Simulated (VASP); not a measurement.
Write the native input for VASP 6.6.1 that does the following.

| Property | Result |
| --- | --- |
| Task | single point |
| Functional | PBE |
| Dispersion | D3(BJ) |
| Potentials or basis | VASP PAW PBE potentials, release 64 (Pb_d, S) |
| Cutoff | 500 eV |
| k mesh | 6 × 6 × 3 |
| Occupations | gaussian, width 0.05 eV |
| Spin | no spin polarisation |
| Dipole correction | no |
| Further INCAR settings | ALGO = Normal; EDIFF = 1e-06; NBANDS = 28 |

The structure of PbS lies in POSCAR:

```
PbS
1.0
    0.0000000000     -3.0043750300     -3.0061807900
    0.0000000000      3.0043750300     -3.0061807900
   11.5482770800      0.0000000000      0.0000000000
Pb S
2 2
Direct
    0.7433619700      0.2433619700      0.6110603051
    0.2433619700      0.7433619700      0.3672914439
    0.2356380300      0.7356380300      0.6003902542
    0.7356380300      0.2356380300      0.3779614949
```

This cell differs from its parent crystal: the distance across one plane changed.

These files were run (other wordings do the same):

INCAR

```
SYSTEM = PbS
PREC = Accurate
ENCUT = 500
EDIFF = 1E-6
ISMEAR = 0
SIGMA = 0.05
LREAL = .False.
LASPH = .True.
NELM = 120
ALGO = Normal
ISIF = 2
LWAVE = .False.
LCHARG = .False.
GGA = PE
IVDW = 12
NBANDS = 28
GGA_COMPAT = .False.
```

KPOINTS

```
regular mesh
0
Gamma
  6 6 3
  0 0 0
```

Potentials or basis: VASP PAW PBE potentials, release 64 (Pb_d, S).

Command:

```bash
$ cat potpaw_PBE.64/Pb_d/POTCAR potpaw_PBE.64/S/POTCAR > POTCAR
$ mpirun -np 1 vasp_std > vasp.out
```

It gave:

```yaml
Largest_force: 0.064 eV/Å
Band_gap_on_the_k_mesh: 2.07 eV
Dispersion_energy_per_atom: -0.228 eV
```

Caveat: the cell differs from its parent crystal (the distance across one plane changed); spin-orbit coupling is left out, which moves the levels of the heavy elements.

Wall time 4 min on 1 thread of Intel Xeon 8259CL, with other jobs on the host, peak memory 0.35 GiB.
